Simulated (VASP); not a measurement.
# Ta (I4/mmm) in VASP: notebook, part 2 of 2

VASP 6.6.1.

## (6) Single point, PBE (zz strain of +3 %)

INCAR reads:

```
PREC = Accurate
ENCUT = 520
EDIFF = 1E-6
ISMEAR = -1
SIGMA = 0.08
LREAL = F
LASPH = T
NELM = 80
ALGO = Normal
ISIF = 2
LWAVE = F
LCHARG = T
GGA = PE
LELF = T
LVHAR = T
NBANDS = 12
```

KPOINTS reads:

```
regular mesh
0
Gamma
  17 17 17
```

POSCAR reads:

```
Ta
1.0
   -1.6512800000      1.6512800000      1.7008184000
    1.6512800000     -1.6512800000      1.7008184000
    1.6512800000      1.6512800000     -1.7008184000
Ta
1
Direct
    0.0000000000      0.0000000000      0.0000000000
```

Potentials or basis: VASP PAW PBE potentials, release 64 (Ta_pv).

Run with:

```bash
cat potpaw_PBE.64/Ta_pv/POTCAR > POTCAR
mpirun -np 1 vasp_std > vasp.out
```

OUTCAR:

```text
PREC = Accurate
   ENCUT = 520
   EDIFF = 1E-6
   ISMEAR = -1
   LREAL = F
   LASPH = T
   NELM = 80
   ISIF = 2
   GGA = PE

 ion  position               nearest neighbor table
   1  0.000  0.000  0.000-

  LATTYP: Found a body centered tetragonal cell.
 ALAT       =     3.3025600000
 C/A-ratio  =     1.0300000000

  Lattice vectors:

 A1 = (  -1.6512800000,   1.6512800000,   1.7008184000)
 A2 = (   1.6512800000,  -1.6512800000,   1.7008184000)
 A3 = (   1.6512800000,   1.6512800000,  -1.7008184000)

Analysis of symmetry for initial positions (statically):
=====================================================================
 Subroutine PRICEL returns:
 Original cell was already a primitive cell.

 Routine SETGRP: Setting up the symmetry group for a
 body centered tetragonal supercell.

 Subroutine GETGRP returns: Found 16 space group operations
 (whereof 16 operations were pure point group operations)
 out of a pool of 16 trial point group operations.

The static configuration has the point symmetry D_4h.

Analysis of symmetry for dynamics (positions and initial velocities):
=====================================================================
 Subroutine PRICEL returns:
 Original cell was already a primitive cell.

 Routine SETGRP: Setting up the symmetry group for a
 body centered tetragonal supercell.

 Subroutine GETGRP returns: Found 16 space group operations
 (whereof 16 operations were pure point group operations)
 out of a pool of 16 trial point group operations.

The dynamic configuration has the point symmetry D_4h.

 Subroutine INISYM returns: Found 16 space group operations
 (whereof 16 operations are pure point group operations),
 and found     1 'primitive' translations

----------------------------------------------------------------------------------------

[... 109 lines left out ...]
     AMIX     =   0.40;   BMIX     =  1.00
     AMIX_MAG =   1.60;   BMIX_MAG =  1.00
  volume/ion in A,a.u.               =      18.55       125.19
  Fermi-wavevector in a.u.,A,eV,Ry     =   1.375369  2.599071 25.737327  1.891640
  Thomas-Fermi vector in A             =   2.500711
   LORBIT       =      0    0 simple, 1 ext, 2 COOP (PROOUT), +10 PAW based schemes
   GGA     = PE    functional components
   LHFCALC =     F    Hartree Fock is set to
   AEXX    =    0.0000 exact exchange contribution
   IVDW    =     0    specifies the selected vdW correction
   LEPSILON=     F    determine dielectric tensor
   LRPA    =     F    only Hartree local field effects (RPA)
 non-spin polarized calculation
  energy-cutoff  :      520.00
  volume of cell :       18.55
 maximum number of plane-waves:       512
 NGX is ok and might be reduce to    24
   NGX = 11   NGY = 11   NGZ = 11

 number of electron      10.9999999 magnetization

 Free energy of the ion-electron system (eV)
  ---------------------------------------------------
  ext. energy  EPLUGINS =         0.00000000
  ---------------------------------------------------
  free energy    TOTEN  =       -11.82223512 eV

  energy without entropy =      -11.79404960  energy(sigma->0) =      -11.80814236

 E-fermi :   5.2628     XC(G=0): -12.4679

 val. band max:        5.2626276321   @ k =  -0.1765  -0.1765   0.0588
 cond. band min:       5.2649028320   @ k =  -0.3529   0.3529   0.0588
 fundamental gap:      0.0022751999
 Fermi energy:         5.2627559883

 k-point     1 :       0.0000    0.0000    0.0000
  band No.  band energies     occupation
      1     -27.9418      2.00000
      2     -27.9367      2.00000
      3     -27.9367      2.00000
      4      -2.5521      2.00000
      5       5.8737      0.00096
      6       5.8737      0.00096
      7       6.2279      0.00001
      8       8.9017      0.00000
      9       9.3853      0.00000
     10      19.7857      0.00000
     11      19.8455      0.00000
     12      20.3046      0.00000
[... 331 lines left out ...]
 k-point    24 :      -0.1176    0.0588   -0.0000
  band No.  band energies     occupation
      1     -28.0535      2.00000
      2     -27.9640      2.00000
      3     -27.9486      2.00000
      4      -2.1069      2.00000
      5       5.6519      0.01532
      6       5.9119      0.00060
      7       6.4454      0.00000
      8       8.7302      0.00000
      9       9.1835      0.00000
     10      19.8449      0.00000
     11      20.4108      0.00000
     12      20.9338      0.00000

 [... further k-points ...]
[... 5 lines left out ...]
  --------------------------------------------------------------------------------------
  -------------------------------------------------------------------------------------
  Total       -0.1827278     -0.1827278     -0.5057767      0.0000000      0.0000000      0.0000000
  in kB      -15.7817778    -15.7817778    -43.6827559      0.0000000      0.0000000      0.0000000
  external PRESSURE =     -25.0821038 kB  Pullay stress =       0.0000000 kB

 VOLUME and BASIS-vectors are now :
 -----------------------------------------------------------------------------
  energy-cutoff  :      520.00
  volume of cell :       18.55
      direct lattice vectors                 reciprocal lattice vectors
    -1.651280000  1.651280000  1.700818400     0.000000000  0.302795407  0.293976123
     1.651280000 -1.651280000  1.700818400     0.302795407  0.000000000  0.293976123
     1.651280000  1.651280000 -1.700818400     0.302795407  0.302795407  0.000000000

 POSITION                                       TOTAL-FORCE (eV/Angst)
 -----------------------------------------------------------------------------------
      0.00000      0.00000      0.00000        -0.000000      0.000000      0.000000
 -----------------------------------------------------------------------------------
    total drift:                                0.000000      0.000000      0.000000

  FREE ENERGIE OF THE ION-ELECTRON SYSTEM (eV)
  ---------------------------------------------------
  free  energy   TOTEN  =       -11.8222351246 eV

  energy  without entropy=      -11.7940495986  energy(sigma->0) =      -11.80814236
```

Run time: 84 s. Hardware: 1 thread of AMD EPYC 7R43 (Zen 3), shared host; peak memory 0.18 GiB.

Results:

```yaml
Free_energy: -11.8222 eV
Pressure: -2.5 GPa
```

Caveat: the cell differs from its parent crystal (zz strain of +3 %); spin-orbit coupling is left out, which moves the levels of the heavy elements.

## (7) Overview

```csv
cell,gap on the mesh (eV),pressure (GPa)
"a = 2.879 Å, angles 110.0, 110.0, 108.4°, 1 atom",none,-0.7
"a = 2.841 Å, angles 108.9, 108.9, 110.6°, 1 atom",none,7.7
"a = 2.841 Å, angles 109.7, 109.7, 108.9°, 1 atom",none,7.6
"a = 2.870 Å, angles 109.7, 109.7, 108.9°, 1 atom",none,1.2
"a = 2.889 Å, angles 110.3, 110.3, 107.9°, 1 atom",none,-2.5
```

Alike in all rows: task single point; level PBE; potentials or basis VASP PAW PBE potentials, release 64 (Ta_pv); no spin polarisation; k mesh 17 × 17 × 17; cutoff (eV) 520; smearing fermi-dirac 0.08 eV.

Caveats: spin-orbit coupling is left out, which moves the levels of the heavy elements.

Total energies depend on the potentials used, so only differences within one code and one set of settings carry meaning.
